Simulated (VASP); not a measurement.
# MgCdO (P4/nmm) in VASP: a series of runs, part 2 of 2

VASP 6.6.1.

### 5 Single point, PBE, collinear spin, ferromagnetic start

INCAR

```
SYSTEM = MgCdO
ALGO = Normal
EDIFF = 1E-6
ENCUT = 520
GGA = PE
ISIF = 2
ISMEAR = 0
ISPIN = 2
LASPH = .TRUE.
LCHARG = .FALSE.
LORBIT = 11
LREAL = .FALSE.
LWAVE = .FALSE.
MAGMOM = 0 0 0 0 1 1
NBANDS = 33
NELM = 150
PREC = Accurate
SIGMA = 0.1
```

KPOINTS

```
k-points
0
G
  4 4 4
  0 0 0
```

POSCAR

```
MgCdO
1.0
    4.0163026961      0.0000000000      0.0000000000
    0.0000000000      4.0163026961      0.0000000000
    0.0000000000      0.0000000000      7.2509593898
Mg Cd O
2 2 2
Direct
    0.0000000000      0.5000000000      0.9814063436
    0.5000000000      0.0000000000      0.0185936564
    0.0000000000      0.5000000000      0.4504608433
    0.5000000000      0.0000000000      0.5495391567
    0.0000000000      0.0000000000      0.0000000000
    0.5000000000      0.5000000000      0.0000000000
```

Potentials or basis: VASP PAW PBE potentials, release 64 (Mg, Cd, O).

On the command line:

```bash
> cat potpaw_PBE.64/Mg/POTCAR potpaw_PBE.64/Cd/POTCAR potpaw_PBE.64/O/POTCAR > POTCAR
> mpirun -np 1 vasp_std > vasp.out
```

OUTCAR:

```text
SYSTEM = MgCdO
   EDIFF = 1E-6
   ENCUT = 520
   GGA = PE
   ISIF = 2
   ISMEAR = 0
   ISPIN = 2
   LASPH = .TRUE.
   LORBIT = 11
   LREAL = .FALSE.
   NELM = 150
   PREC = Accurate

 ion  position               nearest neighbor table
   1  0.000  0.500  0.981-   5 2.01   6 2.01   5 2.01   6 2.01   2 2.85   2 2.85   2 2.85   2 2.85
                             3 3.40
   2  0.500  0.000  0.019-   5 2.01   6 2.01   6 2.01   5 2.01   1 2.85   1 2.85   1 2.85   1 2.85
                             4 3.40
   3  0.000  0.500  0.450-   4 2.93   4 2.93   4 2.93   4 2.93   1 3.40
   4  0.500  0.000  0.550-   3 2.93   3 2.93   3 2.93   3 2.93   2 3.40
   5  0.000  0.000  0.000-   1 2.01   2 2.01   1 2.01   2 2.01
   6  0.500  0.500  0.000-   1 2.01   2 2.01   2 2.01   1 2.01

  LATTYP: Found a simple tetragonal cell.
 ALAT       =     4.0163026961
 C/A-ratio  =     1.8053817001

  Lattice vectors:

 A1 = (   4.0163026961,   0.0000000000,   0.0000000000)
 A2 = (   0.0000000000,   4.0163026961,   0.0000000000)
 A3 = (   0.0000000000,   0.0000000000,   7.2509593898)

Analysis of symmetry for initial positions (statically):
=====================================================================
 Subroutine PRICEL returns:
 Original cell was already a primitive cell.

 Routine SETGRP: Setting up the symmetry group for a
 simple tetragonal supercell.

 Subroutine GETGRP returns: Found 16 space group operations
 (whereof  8 operations were pure point group operations)
 out of a pool of 16 trial point group operations.

The static configuration has the point symmetry D_2d.
 The point group associated with its full space group is D_4h.

Analysis of symmetry for dynamics (positions and initial velocities):
=====================================================================
 Subroutine PRICEL returns:
 Original cell was already a primitive cell.

 Routine SETGRP: Setting up the symmetry group for a
 simple tetragonal supercell.

[... 182 lines left out ...]
  band No.  band energies     occupation
      1     -16.3746      1.00000
      2     -15.2853      1.00000
      3      -7.8616      1.00000
      4      -7.7367      1.00000
      5      -7.4743      1.00000
      6      -7.1765      1.00000
[... 619 lines left out ...]
     31      11.8059      0.00000
     32      11.8059      0.00000
 Fermi energy:         1.4415868503

 spin component 2

 k-point     1 :       0.0000    0.0000    0.0000
  band No.  band energies     occupation
      1     -16.3746      1.00000
      2     -15.2853      1.00000
      3      -7.8616      1.00000
      4      -7.7366      1.00000
      5      -7.4743      1.00000
      6      -7.1765      1.00000
[... 619 lines left out ...]
     31      11.8058      0.00000
     32      11.8059      0.00000
 [bands above 32 left out]

------------------------ aborting loop because EDIFF is reached ----------------------------------------

  FORCE on cell =-STRESS in cart. coord.  units (eV):
  Direction    XX          YY          ZZ          XY          YZ          ZX
  --------------------------------------------------------------------------------------
  -------------------------------------------------------------------------------------
  Total        0.2625467      0.2625467      0.0418207      0.0000000     -0.0000000      0.0000000
  in kB        3.5964067      3.5964067      0.5728672      0.0000000     -0.0000000      0.0000000
  external PRESSURE =       2.5885602 kB  Pullay stress =       0.0000000 kB

 VOLUME and BASIS-vectors are now :
 -----------------------------------------------------------------------------
  energy-cutoff  :      520.00
  volume of cell :      116.96
      direct lattice vectors                 reciprocal lattice vectors
     4.016302696  0.000000000  0.000000000     0.248985217  0.000000000  0.000000000
     0.000000000  4.016302696  0.000000000     0.000000000  0.248985217  0.000000000
     0.000000000  0.000000000  7.250959390     0.000000000  0.000000000  0.137912785

 POSITION                                       TOTAL-FORCE (eV/Angst)
 -----------------------------------------------------------------------------------
      0.00000      2.00815      7.11614         0.000000      0.000000      0.061321
      2.00815      0.00000      0.13482         0.000000     -0.000000     -0.061321
      0.00000      2.00815      3.26627         0.000000     -0.000000     -0.031464
      2.00815      0.00000      3.98469         0.000000     -0.000000      0.031464
      0.00000      0.00000      0.00000         0.000000      0.000000      0.000000
      2.00815      2.00815      0.00000         0.000000     -0.000000      0.000000
 -----------------------------------------------------------------------------------
    total drift:                                0.000000      0.000000      0.000000

  FREE ENERGIE OF THE ION-ELECTRON SYSTEM (eV)
  ---------------------------------------------------
  free  energy   TOTEN  =       -22.8229493470 eV

  energy  without entropy=      -22.8119145723  energy(sigma->0) =      -22.81743196

 total charge

# of ion       s       p       d       tot
------------------------------------------
    1        0.156   0.172   0.072   0.400
    2        0.156   0.172   0.072   0.400
    3        0.636   0.183   9.491  10.311
    4        0.636   0.183   9.491  10.311
    5        1.552   3.501   0.000   5.053
    6        1.552   3.501   0.000   5.053
--------------------------------------------------
tot          4.688   7.713  19.126  31.527

 magnetization (x)

# of ion       s       p       d       tot
------------------------------------------
    1       -0.000  -0.000  -0.000  -0.000
    2       -0.000  -0.000  -0.000  -0.000
    3       -0.000   0.000  -0.000  -0.000
    4       -0.000   0.000  -0.000  -0.000
    5        0.000   0.000   0.000   0.000
    6        0.000   0.000   0.000   0.000
--------------------------------------------------
tot         -0.000   0.000  -0.000   0.000
```

stdout:

```text
POSCAR found type information on POSCAR MgCdO
 POSCAR found :  3 types and       6 ions
 scaLAPACK will be used
 LDA part: xc-table for (Slater+PW92), standard interpolation
 POSCAR, INCAR and KPOINTS ok, starting setup
 FFT: planning ... GRIDC
 FFT: planning ... GRID_SOFT
 FFT: planning ... GRID
 WAVECAR not read
 entering main loop
```

Run time: 4 min. Hardware: 1 thread of Intel Xeon 8259CL, shared host; peak memory 0.31 GiB.

What came out:

```
Free energy                                           : -22.8229 eV
Pressure                                              : 0.3 GPa
Largest force                                         : 0.061 eV/Å
Band gap on the k mesh                                : zero (filled and empty bands overlap)
Net moment                                            : 0.00 μB per cell
Valence electrons inside the program's atomic spheres : Mg 0.40; Cd 10.31; O 5.05
```

Forces in eV/Å, atoms in the order of the input:
```
Mg   0.000  0.000  0.061
Mg   0.000  0.000 -0.061
Cd   0.000  0.000 -0.031
Cd   0.000  0.000  0.031
O    0.000  0.000  0.000
O    0.000  0.000  0.000
```

Caveat: the k points lie up to 0.39 Å⁻¹ apart, too coarse for converged energies and pressures of a metal.

### 6 Single point, PBE, collinear spin, ferromagnetic start

This run uses another cell than the first one, of 13.51 Å³/atom.

INCAR

```
SYSTEM = MgCdO
PREC = Accurate
ENCUT = 520
EDIFF = 1E-6
ISMEAR = 0
SIGMA = 0.1
LREAL = .FALSE.
LASPH = .TRUE.
NELM = 150
ALGO = Normal
ISIF = 2
LWAVE = .FALSE.
LCHARG = .TRUE.
ISPIN = 2
MAGMOM = 0 0 0 0 1 1
LORBIT = 11
GGA = PE
LELF = .TRUE.
LVHAR = .TRUE.
NBANDS = 33
```

KPOINTS

```
regular mesh
0
G
  6 6 4
  0 0 0
```

POSCAR

```
MgCdO
1.0
    3.6122716100      0.0000000000      0.0000000000
    0.0000000000      3.6122716100      0.0000000000
    0.0000000000      0.0000000000      6.2113693400
Mg Cd O
2 2 2
Direct
    0.0000000000      0.5000000000      0.6277660100
    0.5000000000      0.0000000000      0.3722339900
    0.0000000000      0.5000000000      0.1668660000
    0.5000000000      0.0000000000      0.8331340000
    0.0000000000      0.0000000000      0.0000000000
    0.5000000000      0.5000000000      0.0000000000
```

Potentials or basis: VASP PAW PBE potentials, release 64 (Mg, Cd, O).

On the command line:

```bash
> cat potpaw_PBE.64/Mg/POTCAR potpaw_PBE.64/Cd/POTCAR potpaw_PBE.64/O/POTCAR > POTCAR
> mpirun -np 1 vasp_std > vasp.out
```

It took 3.7 min on 1 thread of Intel Xeon 8259CL, shared host; peak memory 0.29 GiB.

It converged, with:

```yaml
Free_energy: -15.0776 eV
Pressure: 35.0 GPa
Largest_force: 3.597 eV/Å
Band_gap_on_the_k_mesh: zero (filled and empty bands overlap)
Net_moment: 0.00 μB per cell
Valence_electrons_inside_the_program's_atomic_spheres: Mg 0.35; Cd 10.57; O 5.07
```

Forces on the atoms (eV/Å):
```
Mg   0.000  0.000  0.484
Mg   0.000  0.000 -0.484
Cd   0.000  0.000  3.597
Cd   0.000  0.000 -3.597
O    0.000  0.000  0.000
O    0.000  0.000  0.000
```

Stress tensor (GPa, compression positive):
```
42.50  0.00  0.00
 0.00 42.50  0.00
 0.00  0.00 20.08
```

Levels at points of the mesh, in eV from the Fermi level:
Spin up:
```csv
k point,band 18,band 19,band 20,band 21,band 22,band 23
"(0.00, 0.00, 0.00)",-1.34,-1.06,0.19,2.09,4.46,4.46
"(0.50, 0.00, 0.00)",-2.86,-2.43,-2.43,1.91,1.91,5.44
"(0.50, 0.50, 0.00)",-0.98,-0.74,-0.74,-0.47,-0.47,2.76
"(0.00, 0.00, 0.50)",-1.37,-1.37,-1.06,3.72,3.72,4.71
"(0.50, 0.00, 0.50)",-2.43,-1.94,-1.94,0.99,0.99,5.98
"(0.50, 0.50, 0.50)",-1.29,-0.47,-0.47,0.14,0.14,2.80
```
Spin down:
```tsv
k point	band 17	band 18	band 19	band 20	band 21	band 22	band 23	band 24
(0.00, 0.00, 0.00)	-1.34	-1.34	-1.06	0.19	2.09	4.46	4.46	4.50
(0.50, 0.00, 0.00)	-2.86	-2.86	-2.43	-2.43	1.91	1.91	5.44	5.44
(0.50, 0.50, 0.00)	-0.98	-0.98	-0.74	-0.74	-0.47	-0.47	2.76	2.76
(0.00, 0.00, 0.50)	-2.90	-1.37	-1.37	-1.06	3.72	3.72	4.71	4.95
(0.50, 0.00, 0.50)	-2.43	-2.43	-1.94	-1.94	0.99	0.99	5.98	5.98
(0.50, 0.50, 0.50)	-1.29	-1.29	-0.47	-0.47	0.14	0.14	2.80	2.80
```

Caveat: the cell stands under pressure; semilocal functionals underestimate gaps, so a narrow gap can read as zero; forces of over 1 eV/Å act on the atoms, so gaps and moduli don't describe the material at rest.

### 7 Single point, PBE

This run uses another cell than the first one, of 13.51 Å³/atom.

INCAR

```
SYSTEM = MgCdO
PREC = Accurate
ENCUT = 750
EDIFF = 1E-6
ISMEAR = 0
SIGMA = 0.1
LREAL = .False.
LASPH = .True.
NELM = 120
ALGO = Normal
ISIF = 2
LWAVE = .False.
LCHARG = .True.
GGA = PE
LELF = .True.
LVHAR = .True.
NBANDS = 45
GGA_COMPAT = .False.
```

KPOINTS

```
Automatic mesh
0
Gamma
  6 6 4
  0 0 0
```

POSCAR is that of step 6.

Potentials or basis: VASP PAW PBE potentials, release 64 (Mg_sv, Cd_sv_GW, O).

On the command line:

```bash
> cat potpaw_PBE.64/Mg_sv/POTCAR potpaw_PBE.64/Cd_sv_GW/POTCAR potpaw_PBE.64/O/POTCAR > POTCAR
> mpirun -np 1 vasp_std > vasp.out
```

It took 95 s on 1 thread of Intel Xeon 6975P-C (Granite Rapids), shared host; peak memory 0.34 GiB.

Results (log left out):

```
Free energy            : -15.5061 eV
Pressure               : 32.5 GPa
Largest force          : 3.247 eV/Å
Band gap on the k mesh : zero (bands 36 and 37 overlap by 0.83 eV)
```

Forces in eV/Å, atoms in the order of the input:
```
Mg   0.000  0.000  0.483
Mg   0.000  0.000 -0.483
Cd   0.000  0.000  3.247
Cd   0.000  0.000 -3.247
O    0.000  0.000  0.000
O    0.000  0.000  0.000
```

Stress tensor (GPa, compression positive):
```
39.63  0.00  0.00
 0.00 39.63  0.00
 0.00  0.00 18.26
```

Levels at points of the mesh, in eV from the Fermi level:
```
           k point  band 32  band 33  band 34  band 35  band 36  band 37  band 38  band 39  band 40  band 41
(0.00, 0.00, 0.00)    -3.77    -1.38    -1.38    -1.06     0.19     2.08     4.47     4.47     4.48     5.46
(0.50, 0.00, 0.00)    -3.69    -2.85    -2.85    -2.44    -2.44     1.92     1.92     5.41     5.41     6.65
(0.50, 0.50, 0.00)    -4.69    -0.95    -0.95    -0.72    -0.72    -0.52    -0.52     2.79     2.79     4.88
(0.00, 0.00, 0.50)    -3.42    -2.90    -1.41    -1.41    -1.07     3.73     3.73     4.69     4.95     5.26
(0.50, 0.00, 0.50)    -3.90    -2.44    -2.44    -1.94    -1.94     1.01     1.01     5.96     5.96     6.39
(0.50, 0.50, 0.50)    -4.87    -1.26    -1.26    -0.52    -0.52     0.14     0.14     2.83     2.83     3.86
```

Caveat: the cell stands under pressure; forces of over 1 eV/Å act on the atoms, so gaps and moduli don't describe the material at rest.

### 8 The runs side by side

| task | potentials or basis | spin | cell | k mesh | cutoff (eV) | mended | gap on the mesh (eV) | pressure (GPa) | moment (μB) | relaxed volume (Å³/atom) | largest force (eV/Å) |
| --- | --- | --- | --- | --- | --- | --- | --- | --- | --- | --- | --- |
| relaxation of cell and atoms | VASP PAW PBE potentials, release 64 (Mg, Cd, O) | off | relaxed from a = 4.016, b = 4.016, c = 7.251 Å, 6 atoms, atomic positions A | 10 × 10 × 6 | 600 | - | none | 0.0 | - | 19.89 | 0.01 |
| single point | VASP PAW PBE potentials, release 64 (Mg, Cd, O) | off | a = 4.018, b = 4.018, c = 7.494 Å, 6 atoms, atomic positions B | 10 × 10 × 6 | 520 | - | none | -0.1 | - | - | 0.02 |
| relaxation of cell and atoms | VASP PAW PBE potentials, release 64 (Mg, Cd, O) | off | relaxed from a = 3.612, b = 3.612, c = 6.211 Å, 6 atoms, atomic positions C | 6 × 6 × 4 | 600 | - | none | 0.0 | - | 19.50 | 0.01 |
| single point | VASP PAW PBE potentials, release 64 (Mg, Cd, O) | collinear, ferromagnetic start | a = 4.016, b = 4.016, c = 7.251 Å, 6 atoms, atomic positions A | 4 × 4 × 4 | 520 | - | none | 0.3 | 0.00 | - | 0.06 |
| single point | VASP PAW PBE potentials, release 64 (Mg, Cd, O) | collinear, ferromagnetic start | a = 3.612, b = 3.612, c = 6.211 Å, 6 atoms, atomic positions C | 6 × 6 × 4 | 520 | - | none | 35.0 | 0.00 | - | 3.60 |
| single point | VASP PAW PBE potentials, release 64 (Mg_sv, Cd_sv_GW, O) | off | a = 3.612, b = 3.612, c = 6.211 Å, 6 atoms, atomic positions C | 6 × 6 × 4 | 750 | yes | none | 32.5 | - | - | 3.25 |

Alike in all rows: level PBE; smearing gaussian 0.1 eV.

Caveats: some runs use coarse meshes; the cell stands under pressure (at least some runs); forces of over 1 eV/Å act on the atoms, so gaps and moduli don't describe the material at rest (at least some runs); the volume moved by over 15 % at a fixed basis, so the end points are rough (at least some runs); semilocal functionals underestimate gaps, so a narrow gap can read as zero (at least some runs).

Absolute energies hang on the potentials; compare differences alone.
